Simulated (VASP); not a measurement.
# TiC (Fm-3m) in VASP: a series of runs

The runs below take TiC through single point, with PBE.

All numbers are computed with VASP 6.6.1; they aren't measurements. Logs are shortened: lines on timing, memory, paths and dates and some standing lists are left out, and cuts for length are marked.

**1. The cell of the first run**

It takes space group Fm-3m (No. 225, cubic). Conventional cell: a = 4.319 Å, b = 4.319 Å, c = 4.319 Å, α = 90.00°, β = 90.00°, γ = 90.00°. Ti (site symmetry m-3m) has 6 C at 2.16 Å within 2.9 Å. Within 2.9 Å of C (site symmetry m-3m) lie 6 Ti at 2.16 Å.

**2. Single point, PBE**

INCAR

```
PREC = Accurate
ENCUT = 600
EDIFF = 1E-6
ISMEAR = 1
SIGMA = 0.1
LREAL = False
LASPH = True
NELM = 120
ALGO = Normal
ISIF = 2
LWAVE = False
LCHARG = True
GGA = PE
LELF = True
LVHAR = True
NBANDS = 15
GGA_COMPAT = False
```

KPOINTS

```
regular mesh
0
Gamma
  3 3 3
```

POSCAR

```
TiC
1.0
    0.0000000000      2.1593000000      2.1593000000
    2.1593000000      0.0000000000      2.1593000000
    2.1593000000      2.1593000000      0.0000000000
Ti C
1 1
Direct
    0.0000000000      0.0000000000      0.0000000000
    0.5000000000      0.5000000000      0.5000000000
```

Potentials or basis: VASP PAW PBE potentials, release 64 (Ti_sv, C).

Command:

```bash
$ cat potpaw_PBE.64/Ti_sv/POTCAR potpaw_PBE.64/C/POTCAR > POTCAR
$ mpirun -np 1 vasp_std > vasp.out
```

OUTCAR:

```text
PREC = Accurate
   ENCUT = 600
   EDIFF = 1E-6
   ISMEAR = 1
   LREAL = False
   LASPH = True
   NELM = 120
   ISIF = 2
   GGA = PE

 ion  position               nearest neighbor table
   1  0.000  0.000  0.000-   2 2.16   2 2.16   2 2.16   2 2.16   2 2.16   2 2.16
   2  0.500  0.500  0.500-   1 2.16   1 2.16   1 2.16   1 2.16   1 2.16   1 2.16

  LATTYP: Found a face centered cubic cell.
 ALAT       =     4.3186000000

  Lattice vectors:

 A1 = (   0.0000000000,   2.1593000000,   2.1593000000)
 A2 = (   2.1593000000,   0.0000000000,   2.1593000000)
 A3 = (   2.1593000000,   2.1593000000,   0.0000000000)

Analysis of symmetry for initial positions (statically):
=====================================================================
 Subroutine PRICEL returns:
 Original cell was already a primitive cell.

 Routine SETGRP: Setting up the symmetry group for a
 face centered cubic supercell.

 Subroutine GETGRP returns: Found 48 space group operations
 (whereof 48 operations were pure point group operations)
 out of a pool of 48 trial point group operations.

The static configuration has the point symmetry O_h .

Analysis of symmetry for dynamics (positions and initial velocities):
=====================================================================
 Subroutine PRICEL returns:
 Original cell was already a primitive cell.

 Routine SETGRP: Setting up the symmetry group for a
 face centered cubic supercell.

 Subroutine GETGRP returns: Found 48 space group operations
 (whereof 48 operations were pure point group operations)
 out of a pool of 48 trial point group operations.

The dynamic configuration has the point symmetry O_h .

 Subroutine INISYM returns: Found 48 space group operations
 (whereof 48 operations are pure point group operations),
 and found     1 'primitive' translations

----------------------------------------------------------------------------------------

                                     Primitive cell

  volume of cell :      20.1358

  direct lattice vectors                    reciprocal lattice vectors
     0.000000000  2.159300000  2.159300000    -0.231556523  0.231556523  0.231556523
     2.159300000  0.000000000  2.159300000     0.231556523 -0.231556523  0.231556523
     2.159300000  2.159300000  0.000000000     0.231556523  0.231556523 -0.231556523

  length of vectors
     3.053711345  3.053711345  3.053711345     0.401067663  0.401067663  0.401067663

  position of ions in fractional coordinates (direct lattice)
     0.000000000  0.000000000  0.000000000
     0.500000000  0.500000000  0.500000000

  ion indices of the primitive-cell ions
   primitive index   ion index
                 1           1
                 2           2

----------------------------------------------------------------------------------------

 KPOINTS: regular mesh

Automatic generation of k-mesh.
 Grid dimensions read from file:
 generate k-points for:    3    3    3

 Generating k-lattice:

  Cartesian coordinates                     Fractional coordinates (reciprocal lattice)
    -0.077185508  0.077185508  0.077185508     0.333333333  0.000000000  0.000000000
     0.077185508 -0.077185508  0.077185508     0.000000000  0.333333333  0.000000000
     0.077185508  0.077185508 -0.077185508     0.000000000  0.000000000  0.333333333

  Length of vectors
     0.133689221  0.133689221  0.133689221

  Shift w.r.t. Gamma in fractional coordinates (k-lattice)
     0.000000000  0.000000000  0.000000000

 Subroutine IBZKPT returns following result:
 ===========================================

 Found      4 irreducible k-points:

 Following reciprocal coordinates:
            Coordinates               Weight
  0.000000  0.000000  0.000000      1.000000
  0.333333  0.000000  0.000000      8.000000
  0.333333  0.333333  0.000000      6.000000
 -0.333333  0.333333  0.000000     12.000000
   k-points           NKPTS =      4   k-points in BZ     NKDIM =      4   number of bands    NBANDS=     15
   number of dos      NEDOS =    301   number of ions     NIONS =      2
   total plane-waves  NPLWV =  13824
   dimension x,y,z NGX =    24 NGY =   24 NGZ =   24
   dimension x,y,z NGXF=    48 NGYF=   48 NGZF=   48
   ions per type =               1   1
   NGX,Y,Z   is equivalent  to a cutoff of  13.07, 13.07, 13.07 a.u.
   NGXF,Y,Z  is equivalent  to a cutoff of  26.13, 26.13, 26.13 a.u.
 SYSTEM =  unknown system
   PREC   = accura    normal or accurate (medium, high low for compatibility)
   ISTART =      0    job   : 0-new  1-cont  2-samecut
   ICHARG =      2    charge: 1-file 2-atom 10-const
   ISPIN  =      1    spin polarized calculation?
   LNONCOLLINEAR =      F non collinear calculations
   LSORBIT =      F    spin-orbit coupling
   LASPH  =      T    aspherical Exc in radial PAW
   ENCUT  =  600.0 eV  44.10 Ry    6.64 a.u.   6.10  6.10  6.10*2*pi/ulx,y,z
   NELM   =    120;   NELMIN=  2; NELMDL= -5     # of ELM steps
   EDIFF  = 0.1E-05   stopping-criterion for ELM
   LREAL  =      F    real-space projection
   EDIFFG = 0.1E-04   stopping-criterion for IOM
   NSW    =      0    number of steps for IOM
   IBRION =     -1    ionic relax: 0-MD 1-quasi-New 2-CG
   NFREE  =      0    steps in history (QN), initial steepest desc. (CG)
   ISIF   =      2    stress and relaxation
   ISYM   =      2    0-nonsym 1-usesym 2-fastsym
   POTIM  = 0.5000    time-step for ionic-motion
   TEBEG  =    0.0;   TEEND  =   0.0 temperature during run
   PSTRESS=    0.0 pullay stress
   NELECT =      16.0000    total number of electrons
   NUPDOWN=      -1.0000    fix difference up-down
   EMIN   =  10.00;   EMAX   =-10.00  energy-range for DOS
   EFERMI =   0.00;   METHOD = LEGACY
   ISMEAR =     1;   SIGMA  =   0.10  broadening in eV -4-tet -1-fermi 0-gaus
   EFERMI_NEDOS =   21; number of points for ismear=-14 and -15
   IALGO  =     38    algorithm
   IMIX   =      4    mixing-type and parameters
     AMIX     =   0.40;   BMIX     =  1.00
     AMIX_MAG =   1.60;   BMIX_MAG =  1.00
  volume/ion in A,a.u.               =      10.07        67.94
  Fermi-wavevector in a.u.,A,eV,Ry     =   1.516323  2.865436 31.283015  2.299237
  Thomas-Fermi vector in A             =   2.625728
   LORBIT       =      0    0 simple, 1 ext, 2 COOP (PROOUT), +10 PAW based schemes
   GGA     = PE    functional components
   LHFCALC =     F    Hartree Fock is set to
   AEXX    =    0.0000 exact exchange contribution
   IVDW    =     0    specifies the selected vdW correction
   LEPSILON=     F    determine dielectric tensor
   LRPA    =     F    only Hartree local field effects (RPA)
 non-spin polarized calculation
 Methfessel and Paxton  Order N= 1 SIGMA  =   0.10
  energy-cutoff  :      600.00
  volume of cell :       20.14
 maximum number of plane-waves:       680
   NGX = 13   NGY = 13   NGZ = 13

 number of electron      16.0000002 magnetization

 Free energy of the ion-electron system (eV)
  ---------------------------------------------------
  ext. energy  EPLUGINS =         0.00000000
  ---------------------------------------------------
  free energy    TOTEN  =       -18.48347999 eV

  energy without entropy =      -18.47431078  energy(sigma->0) =      -18.48042358

 E-fermi :   9.1879     XC(G=0): -12.7495

 val. band max:        9.1567182860   @ k =   0.3333   0.3333   0.0000
 cond. band min:      10.2215605457   @ k =   0.0000   0.0000   0.0000
 fundamental gap:      1.0648422597
 Fermi energy:         9.1878725512

 k-point     1 :       0.0000    0.0000    0.0000
  band No.  band energies     occupation
      1     -47.0290      2.00000
      2     -23.0502      2.00000
      3     -23.0502      2.00000
      4     -23.0502      2.00000
      5      -2.9385      2.00000
      6      10.2216     -0.00000
      7      10.2216     -0.00000
      8      10.2216     -0.00000
      9      11.1750     -0.00000
     10      11.1750     -0.00000
     11      11.1750     -0.00000
     12      11.2617      0.00000
     13      11.2617      0.00000
     14      20.1124      0.00000
     15      23.5881      0.00000

 k-point     2 :       0.3333    0.0000    0.0000
  band No.  band energies     occupation
      1     -46.9721      2.00000
      2     -23.4389      2.00000
      3     -23.0873      2.00000
      4     -23.0873      2.00000
      5      -0.7498      2.00000
      6       5.3605      2.00000
      7       7.1308      2.00000
      8       7.1308      2.00000
      9      11.8545      0.00000
     10      11.8545      0.00000
     11      12.8504      0.00000
     12      16.5906      0.00000
     13      16.5906      0.00000
     14      19.5271      0.00000
     15      25.0113      0.00000

 k-point     3 :       0.3333    0.3333    0.0000
  band No.  band energies     occupation
      1     -46.9533      2.00000
      2     -23.3958      2.00000
      3     -23.1804      2.00000
      4     -23.1804      2.00000
      5      -0.8966      2.00000
      6       5.5962      2.00000
      7       8.3718      2.00000
      8       9.1567      1.50000
      9       9.1567      1.50000
     10      12.0017      0.00000
     11      13.4456      0.00000
     12      13.4456      0.00000
     13      16.0076      0.00000
     14      22.6447      0.00000
     15      24.3422      0.00000

 k-point     4 :      -0.3333    0.3333    0.0000
  band No.  band energies     occupation
      1     -46.9342      2.00000
      2     -23.3872      2.00000
      3     -23.3691      2.00000
      4     -23.1531      2.00000
      5       0.0997      2.00000
      6       5.3002      2.00000
      7       6.2629      2.00000
      8       7.2774      2.00000
      9      11.7811      0.00000
     10      12.4166      0.00000
     11      13.5243      0.00000
     12      14.8749      0.00000
     13      16.1671      0.00000
     14      21.7598      0.00000
     15      23.2083      0.00000

------------------------ aborting loop because EDIFF is reached ----------------------------------------

  FORCE on cell =-STRESS in cart. coord.  units (eV):
  Direction    XX          YY          ZZ          XY          YZ          ZX
  --------------------------------------------------------------------------------------
  -------------------------------------------------------------------------------------
  Total        0.4422762      0.4422762      0.4422762      0.0000000      0.0000000     -0.0000000
  in kB       35.1912941     35.1912941     35.1912941      0.0000000      0.0000000     -0.0000000
  external PRESSURE =      35.1912941 kB  Pullay stress =       0.0000000 kB

 VOLUME and BASIS-vectors are now :
 -----------------------------------------------------------------------------
  energy-cutoff  :      600.00
  volume of cell :       20.14
      direct lattice vectors                 reciprocal lattice vectors
     0.000000000  2.159300000  2.159300000    -0.231556523  0.231556523  0.231556523
     2.159300000  0.000000000  2.159300000     0.231556523 -0.231556523  0.231556523
     2.159300000  2.159300000  0.000000000     0.231556523  0.231556523 -0.231556523

 POSITION                                       TOTAL-FORCE (eV/Angst)
 -----------------------------------------------------------------------------------
      0.00000      0.00000      0.00000         0.000000      0.000000      0.000000
      2.15930      2.15930      2.15930        -0.000000     -0.000000     -0.000000
 -----------------------------------------------------------------------------------
    total drift:                                0.000000     -0.000000     -0.000000

  FREE ENERGIE OF THE ION-ELECTRON SYSTEM (eV)
  ---------------------------------------------------
  free  energy   TOTEN  =       -18.4834799857 eV

  energy  without entropy=      -18.4743107788  energy(sigma->0) =      -18.48042358
```

Wall time 4.5 s (1 thread of Intel Xeon Platinum 8259CL at 2.50GHz (Skylake/Cascade Lake), shared host); peak memory 0.13 GiB.

Results:

```
Free energy            : -18.4835 eV
Pressure               : 3.5 GPa
Band gap on the k mesh : zero (bands 8 and 9 overlap by 1.06 eV)
```

Caveat: the k points lie up to 0.84 Å⁻¹ apart, too coarse for converged energies and pressures of a metal.

**3. Single point, PBE**

INCAR

```
SYSTEM = TiC
  ALGO = Normal
  EDIFF = 1E-6
  ENCUT = 600
  GGA = PE
  GGA_COMPAT = .FALSE.
  ISIF = 2
  ISMEAR = 1
  LASPH = .TRUE.
  LCHARG = .FALSE.
  LREAL = .FALSE.
  LWAVE = .FALSE.
  NBANDS = 15
  NELM = 120
  PREC = Accurate
  SIGMA = 0.1
```

KPOINTS

```
k-points
0
G
  5 5 5
  0 0 0
```

POSCAR is that of step 2.

Potentials or basis: VASP PAW PBE potentials, release 64 (Ti_sv, C).

Command:

```bash
$ cat potpaw_PBE.64/Ti_sv/POTCAR potpaw_PBE.64/C/POTCAR > POTCAR
$ mpirun -np 1 vasp_std > vasp.out
```

Wall time 5.5 s (1 thread of Intel Xeon Platinum 8259CL at 2.50GHz (Skylake/Cascade Lake), shared host); peak memory 0.14 GiB.

The run converged. Its results:

| Item | Value |
| --- | --- |
| Free energy | -18.6640 eV |
| Pressure | 2.5 GPa |
| Band gap on the k mesh | zero (bands 8 and 9 overlap by 0.94 eV) |

Levels at points of the mesh, in eV from the Fermi level:
```csv
k point,band 4,band 5,band 6,band 7,band 8,band 9,band 10,band 11,band 12,band 13
"(0.00, 0.00, 0.00)",-32.35,-12.24,0.92,0.92,0.92,1.88,1.88,1.88,1.96,1.96
```

Caveat: the k points lie up to 0.50 Å⁻¹ apart, too coarse for converged energies and pressures of a metal.

**4. Single point, PBE**

INCAR

```
  PREC = Accurate
  ENCUT = 600
  EDIFF = 1E-6
  ISMEAR = 1
  SIGMA = 0.1
  LREAL = False
  LASPH = True
  NELM = 120
  ALGO = Normal
  ISIF = 2
  LWAVE = False
  LCHARG = True
  GGA = PE
  LELF = True
  LVHAR = True
  NBANDS = 15
  GGA_COMPAT = False
```

KPOINTS

```
Automatic mesh
0
Gamma
  7 7 7
```

POSCAR is that of step 3.

Command:

```bash
$ cat potpaw_PBE.64/Ti_sv/POTCAR potpaw_PBE.64/C/POTCAR > POTCAR
$ mpirun -np 1 vasp_std > vasp.out
```

Wall time 7.7 s (1 thread of Intel Xeon Platinum 8259CL at 2.50GHz (Skylake/Cascade Lake), shared host); peak memory 0.14 GiB.

Results (log left out):

```yaml
Free_energy: -18.7007 eV
Pressure: 2.7 GPa
Band_gap_on_the_k_mesh: zero (bands 8 and 9 overlap by 1.10 eV)
```

Levels at points of the mesh, in eV from the Fermi level:
| k point | band 4 | band 5 | band 6 | band 7 | band 8 | band 9 | band 10 | band 11 | band 12 | band 13 |
| --- | --- | --- | --- | --- | --- | --- | --- | --- | --- | --- |
| (0.00, 0.00, 0.00) | -32.50 | -12.34 | 0.78 | 0.78 | 0.78 | 1.79 | 1.79 | 1.79 | 1.82 | 1.82 |

(Continued in part 2 of 2.)

The gap in the log of VASP goes by the Fermi energy; the results here count the filled bands.